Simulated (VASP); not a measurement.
# Tl (I4_1/amd) in VASP: a series of runs

Runs on Tl. Level: PBE. Tasks: single point.

All numbers are computed with VASP 6.6.1; they aren't measurements. Logs are shortened: lines on timing, memory, paths and dates and some standing lists are left out, and cuts for length are marked.

## Step 1: The cell of the first run

Symmetry: I4_1/amd, No. 141, tetragonal system. Conventional cell: a = 5.744 Å, b = 5.744 Å, c = 3.071 Å, α = 90.00°, β = 90.00°, γ = 90.00°. Tl (site symmetry -4m2) has 10 Tl at 2.97 to 3.68 Å within 3.9 Å.

## Step 2: Single point, PBE

INCAR reads:

```
PREC = Accurate ; ENCUT = 520
EDIFF = 1E-7 ; ISMEAR = -1
SIGMA = 0.08 ; LREAL = False
LASPH = True ; NELM = 100
ALGO = Normal ; ISIF = 2
LWAVE = False ; LCHARG = False
GGA = PE ; NBANDS = 20
```

KPOINTS reads:

```
Automatic mesh
0
Gamma
  13 13 13
```

POSCAR reads:

```
Tl
1.0
   -2.8720874194      2.8720874194      1.5356604182
    2.8720874194     -2.8720874194      1.5356604182
    2.8720874194      2.8720874194     -1.5356604182
Tl
2
Direct
   -0.3750000000     -0.1250000000     -0.2500000000
    0.3750000000      0.1250000000      0.2500000000
```

Potentials or basis: VASP PAW PBE potentials, release 64 (Tl_d).

On the command line:

```bash
cat potpaw_PBE.64/Tl_d/POTCAR > POTCAR
mpirun -np 1 vasp_std > vasp.out
```

OUTCAR:

```text
PREC = Accurate
   ENCUT = 520
   EDIFF = 1E-7
   ISMEAR = -1
   LREAL = False
   LASPH = True
   NELM = 100
   ISIF = 2
   GGA = PE

 ion  position               nearest neighbor table
   1  0.625  0.875  0.750-   2 2.97   2 2.97   2 2.97   2 2.97   2 3.68   2 3.68   2 3.68   2 3.68

   2  0.375  0.125  0.250-   1 2.97   1 2.97   1 2.97   1 2.97   1 3.68   1 3.68   1 3.68   1 3.68

  LATTYP: Found a body centered tetragonal cell.
 ALAT       =     5.7441748388
 C/A-ratio  =     0.5346844277

  Lattice vectors:

 A1 = (  -2.8720874194,   2.8720874194,   1.5356604182)
 A2 = (   2.8720874194,  -2.8720874194,   1.5356604182)
 A3 = (   2.8720874194,   2.8720874194,  -1.5356604182)

Analysis of symmetry for initial positions (statically):
=====================================================================
 Subroutine PRICEL returns:
 Original cell was already a primitive cell.

 Routine SETGRP: Setting up the symmetry group for a
 body centered tetragonal supercell.

 Subroutine GETGRP returns: Found 16 space group operations
 (whereof  4 operations were pure point group operations)
 out of a pool of 16 trial point group operations.

The static configuration has the point symmetry C_2h.
 The point group associated with its full space group is D_4h.

Analysis of symmetry for dynamics (positions and initial velocities):
=====================================================================
 Subroutine PRICEL returns:
 Original cell was already a primitive cell.

 Routine SETGRP: Setting up the symmetry group for a
 body centered tetragonal supercell.

 Subroutine GETGRP returns: Found 16 space group operations
 (whereof  4 operations were pure point group operations)
 out of a pool of 16 trial point group operations.

The dynamic configuration has the point symmetry C_2h.
 The point group associated with its full space group is D_4h.

 Subroutine INISYM returns: Found 16 space group operations
 (whereof  4 operations are pure point group operations),
 and found     1 'primitive' translations

----------------------------------------------------------------------------------------

                                     Primitive cell

  volume of cell :      50.6700

  direct lattice vectors                    reciprocal lattice vectors
    -2.872087419  2.872087419  1.535660418     0.000000000  0.174089408  0.325592816
     2.872087419 -2.872087419  1.535660418     0.174089408  0.000000000  0.325592816
     2.872087419  2.872087419 -1.535660418     0.174089408  0.174089408  0.000000000

  length of vectors
     4.342352497  4.342352497  4.342352497     0.369212410  0.369212410  0.246199603

  position of ions in fractional coordinates (direct lattice)
     0.625000000  0.875000000  0.750000000
     0.375000000  0.125000000  0.250000000

  ion indices of the primitive-cell ions
   primitive index   ion index
                 1           1
                 2           2

----------------------------------------------------------------------------------------

 KPOINTS: Automatic mesh

Automatic generation of k-mesh.
 Grid dimensions read from file:
 generate k-points for:   13   13   13

 Generating k-lattice:

  Cartesian coordinates                     Fractional coordinates (reciprocal lattice)
     0.000000000  0.013391493  0.025045601     0.076923077  0.000000000 -0.000000000
     0.013391493  0.000000000  0.025045601     0.000000000  0.076923077 -0.000000000
     0.013391493  0.013391493  0.000000000     0.000000000  0.000000000  0.076923077

  Length of vectors
     0.028400955  0.028400955  0.018938431

  Shift w.r.t. Gamma in fractional coordinates (k-lattice)
     0.000000000  0.000000000  0.000000000

 Subroutine IBZKPT returns following result:
 ===========================================

 Found    196 irreducible k-points:

 Following reciprocal coordinates:
            Coordinates               Weight
  0.000000  0.000000  0.000000      1.000000
  0.076923  0.000000 -0.000000      8.000000
  0.153846  0.000000  0.000000      8.000000
  0.230769  0.000000 -0.000000      8.000000
  0.307692  0.000000  0.000000      8.000000
  0.384615  0.000000  0.000000      8.000000
[... 16 lines left out ...]
  0.384615  0.153846 -0.000000     16.000000
  0.461538  0.153846 -0.000000     16.000000
 [... further k-points ...]
   k-points           NKPTS =    196   k-points in BZ     NKDIM =    196   number of bands    NBANDS=     20
   number of dos      NEDOS =    301   number of ions     NIONS =      2
   total plane-waves  NPLWV =  32768
   dimension x,y,z NGX =    32 NGY =   32 NGZ =   32
   dimension x,y,z NGXF=    64 NGYF=   64 NGZF=   64
   ions per type =               2
   NGX,Y,Z   is equivalent  to a cutoff of  12.25, 12.25, 12.25 a.u.
   NGXF,Y,Z  is equivalent  to a cutoff of  24.50, 24.50, 24.50 a.u.
 SYSTEM =  unknown system
   PREC   = accura    normal or accurate (medium, high low for compatibility)
   ISTART =      0    job   : 0-new  1-cont  2-samecut
   ICHARG =      2    charge: 1-file 2-atom 10-const
   ISPIN  =      1    spin polarized calculation?
   LNONCOLLINEAR =      F non collinear calculations
   LSORBIT =      F    spin-orbit coupling
   LASPH  =      T    aspherical Exc in radial PAW
   ENCUT  =  520.0 eV  38.22 Ry    6.18 a.u.   8.07  8.07  8.07*2*pi/ulx,y,z
   NELM   =    100;   NELMIN=  2; NELMDL= -5     # of ELM steps
   EDIFF  = 0.1E-06   stopping-criterion for ELM
   LREAL  =      F    real-space projection
   EDIFFG = 0.1E-05   stopping-criterion for IOM
   NSW    =      0    number of steps for IOM
   IBRION =     -1    ionic relax: 0-MD 1-quasi-New 2-CG
   NFREE  =      0    steps in history (QN), initial steepest desc. (CG)
   ISIF   =      2    stress and relaxation
   ISYM   =      2    0-nonsym 1-usesym 2-fastsym
   POTIM  = 0.5000    time-step for ionic-motion
   TEBEG  =    0.0;   TEEND  =   0.0 temperature during run
   PSTRESS=    0.0 pullay stress
   NELECT =      26.0000    total number of electrons
   NUPDOWN=      -1.0000    fix difference up-down
   EMIN   =  10.00;   EMAX   =-10.00  energy-range for DOS
   EFERMI =   0.00;   METHOD = LEGACY
   ISMEAR =    -1;   SIGMA  =   0.08  broadening in eV -4-tet -1-fermi 0-gaus
   EFERMI_NEDOS =   21; number of points for ismear=-14 and -15
   IALGO  =     38    algorithm
   IMIX   =      4    mixing-type and parameters
     AMIX     =   0.40;   BMIX     =  1.00
     AMIX_MAG =   1.60;   BMIX_MAG =  1.00
  volume/ion in A,a.u.               =      25.33       170.97
  Fermi-wavevector in a.u.,A,eV,Ry     =   1.310637  2.476745 23.371674  1.717770
  Thomas-Fermi vector in A             =   2.441154
   LORBIT       =      0    0 simple, 1 ext, 2 COOP (PROOUT), +10 PAW based schemes
   GGA     = PE    functional components
   LHFCALC =     F    Hartree Fock is set to
   AEXX    =    0.0000 exact exchange contribution
   IVDW    =     0    specifies the selected vdW correction
   LEPSILON=     F    determine dielectric tensor
   LRPA    =     F    only Hartree local field effects (RPA)
 non-spin polarized calculation
  energy-cutoff  :      520.00
  volume of cell :       50.67
 maximum number of plane-waves:      1380
   NGX = 17   NGY = 17   NGZ = 17

 number of electron      26.0000008 magnetization

 Free energy of the ion-electron system (eV)
  ---------------------------------------------------
  ext. energy  EPLUGINS =         0.00000000
  ---------------------------------------------------
  free energy    TOTEN  =        -3.78522854 eV

  energy without entropy =       -3.76616769  energy(sigma->0) =       -3.77569812

 E-fermi :   8.0226     XC(G=0): -10.7624

 val. band max:        7.9759189583   @ k =  -0.3077   0.3077   0.0769
 cond. band min:       8.0240050378   @ k =   0.3846   0.0769  -0.0000
 fundamental gap:      0.0480860795
 Fermi energy:         8.0226182692

 k-point     1 :       0.0000    0.0000    0.0000
  band No.  band energies     occupation
      1      -4.7108      2.00000
      2      -4.4768      2.00000
      3      -4.4049      2.00000
      4      -4.3920      2.00000
      5      -3.5327      2.00000
      6      -3.5327      2.00000
[... 12 lines left out ...]
     19      18.7536      0.00000
     20      20.8463      0.00000

 k-point     2 :       0.0769    0.0000   -0.0000
  band No.  band energies     occupation
      1      -4.6986      2.00000
      2      -4.4529      2.00000
      3      -4.3592      2.00000
      4      -4.3201      2.00000
      5      -3.6011      2.00000
      6      -3.5975      2.00000
[... 12 lines left out ...]
     19      17.5314      0.00000
     20      19.5708      0.00000

 k-point     3 :       0.1538    0.0000    0.0000
  band No.  band energies     occupation
      1      -4.6588      2.00000
      2      -4.3867      2.00000
      3      -4.2526      2.00000
      4      -4.1354      2.00000
      5      -3.7285      2.00000
      6      -3.6855      2.00000
[... 12 lines left out ...]
     19      16.7224      0.00000
     20      18.4088      0.00000

 k-point     4 :       0.2308    0.0000   -0.0000
  band No.  band energies     occupation
      1      -4.5993      2.00000
      2      -4.2967      2.00000
      3      -4.1758      2.00000
      4      -3.9476      2.00000
      5      -3.8716      2.00000
      6      -3.6848      2.00000
[... 12 lines left out ...]
     19      15.7589      0.00000
     20      17.8588      0.00000

 k-point     5 :       0.3077    0.0000    0.0000
  band No.  band energies     occupation
      1      -4.5423      2.00000
      2      -4.2341      2.00000
      3      -4.1849      2.00000
      4      -3.9815      2.00000
      5      -3.9647      2.00000
      6      -3.6928      2.00000
[... 12 lines left out ...]
     19      15.9662      0.00000
     20      17.3363      0.00000
[... 353 lines left out ...]
      6      -3.8400      2.00000
[... 12 lines left out ...]
     19      16.5109      0.00000
     20      17.8174      0.00000

 k-point    22 :       0.3077    0.1538   -0.0000
  band No.  band energies     occupation
      1      -4.5476      2.00000
      2      -4.3493      2.00000
      3      -4.1140      2.00000
      4      -4.0820      2.00000
      5      -3.8850      2.00000
      6      -3.8758      2.00000
[... 12 lines left out ...]
     19      17.6367      0.00000
     20      17.9488      0.00000

 k-point    23 :       0.3846    0.1538   -0.0000
  band No.  band energies     occupation
      1      -4.5154      2.00000
      2      -4.3504      2.00000
      3      -4.1931      2.00000
      4      -4.0717      2.00000
      5      -3.8893      2.00000
      6      -3.8122      2.00000
[... 12 lines left out ...]
     19      17.9207      0.00000
     20      18.5708      0.00000

 k-point    24 :       0.4615    0.1538   -0.0000
  band No.  band energies     occupation
      1      -4.4737      2.00000
      2      -4.2889      2.00000
      3      -4.2300      2.00000
      4      -4.0692      2.00000
      5      -3.8598      2.00000
      6      -3.7915      2.00000
[... 12 lines left out ...]
     19      18.2601      0.00000
     20      18.7971      0.00000

 [... further k-points ...]

------------------------ aborting loop because EDIFF is reached ----------------------------------------

  FORCE on cell =-STRESS in cart. coord.  units (eV):
  Direction    XX          YY          ZZ          XY          YZ          ZX
  --------------------------------------------------------------------------------------
  -------------------------------------------------------------------------------------
  Total        4.1970683      4.1970683      4.1313083     -0.0000000      0.0000000      0.0000000
  in kB      132.7107579    132.7107579    130.6314335     -0.0000000      0.0000000      0.0000000
  external PRESSURE =     132.0176498 kB  Pullay stress =       0.0000000 kB

 VOLUME and BASIS-vectors are now :
 -----------------------------------------------------------------------------
  energy-cutoff  :      520.00
  volume of cell :       50.67
      direct lattice vectors                 reciprocal lattice vectors
    -2.872087419  2.872087419  1.535660418     0.000000000  0.174089408  0.325592816
     2.872087419 -2.872087419  1.535660418     0.174089408  0.000000000  0.325592816
     2.872087419  2.872087419 -1.535660418     0.174089408  0.174089408  0.000000000

 POSITION                                       TOTAL-FORCE (eV/Angst)
 -----------------------------------------------------------------------------------
      2.87209      1.43604      1.15175         0.000000      0.000000      0.000000
     -0.00000      1.43604      0.38392        -0.000000     -0.000000     -0.000000
 -----------------------------------------------------------------------------------
    total drift:                                0.000000     -0.000000      0.000000

  FREE ENERGIE OF THE ION-ELECTRON SYSTEM (eV)
  ---------------------------------------------------
  free  energy   TOTEN  =        -3.7852285439 eV

  energy  without entropy=       -3.7661676874  energy(sigma->0) =       -3.77569812
```

It took 2.9 min on 1 thread of Oxide Virtual Turin-like, shared host; peak memory 0.25 GiB.

Results:

| Property | Result |
| --- | --- |
| Free energy | -3.7852 eV |
| Pressure | 13.2 GPa |
| Band gap on the k mesh | zero (bands 13 and 14 overlap by 6.61 eV) |

Stress tensor (GPa, compression positive):
```
13.27  0.00  0.00
 0.00 13.27  0.00
 0.00  0.00 13.06
```

Levels at points of the mesh, in eV from the Fermi level:
| k point | band 10 | band 11 | band 12 | band 13 | band 14 | band 15 | band 16 | band 17 |
| --- | --- | --- | --- | --- | --- | --- | --- | --- |
| (0.00, 0.00, 0.00) | -11.18 | -10.87 | -2.13 | -0.52 | -0.52 | 5.33 | 8.60 | 8.60 |

Caveat: the cell stands under pressure; spin-orbit coupling is left out, which moves the levels of the heavy elements.

## Step 3: Single point, PBE (25.33 Å³/atom)

INCAR reads:

```
SYSTEM = Tl
PREC = Accurate
ENCUT = 520
EDIFF = 1E-7
ISMEAR = -1
SIGMA = 0.08
LREAL = .False.
LASPH = .True.
NELM = 100
ALGO = Normal
ISIF = 2
LWAVE = .False.
LCHARG = .False.
GGA = PE
NBANDS = 20
```

KPOINTS reads:

```
regular mesh
0
Gamma
  13 13 13
  0 0 0
```

POSCAR is that of step 2.

Potentials or basis: VASP PAW PBE potentials, release 64 (Tl_d).

On the command line:

```bash
cat potpaw_PBE.64/Tl_d/POTCAR > POTCAR
mpirun -np 1 vasp_std > vasp.out
```

Wall time 3.2 min (1 thread of Oxide Virtual Turin-like, shared host); peak memory 0.25 GiB.

It converged, with:

```
Free energy            : -3.7852 eV
Pressure               : 13.2 GPa
Band gap on the k mesh : zero (bands 13 and 14 overlap by 6.61 eV)
```

Stress tensor (GPa, compression positive):
```
13.27  0.00  0.00
 0.00 13.27  0.00
 0.00  0.00 13.06
```

Levels at points of the mesh, in eV from the Fermi level:
```tsv
k point	band 9	band 10	band 11	band 12	band 13	band 14	band 15	band 16	band 17	band 18
(0.00, 0.00, 0.00)	-11.23	-11.18	-10.87	-2.13	-0.52	-0.52	5.33	8.60	8.60	10.72
```

Caveat: the cell stands under pressure; spin-orbit coupling is left out, which moves the levels of the heavy elements.

The gap in the log of VASP goes by the Fermi energy; the results here count the filled bands.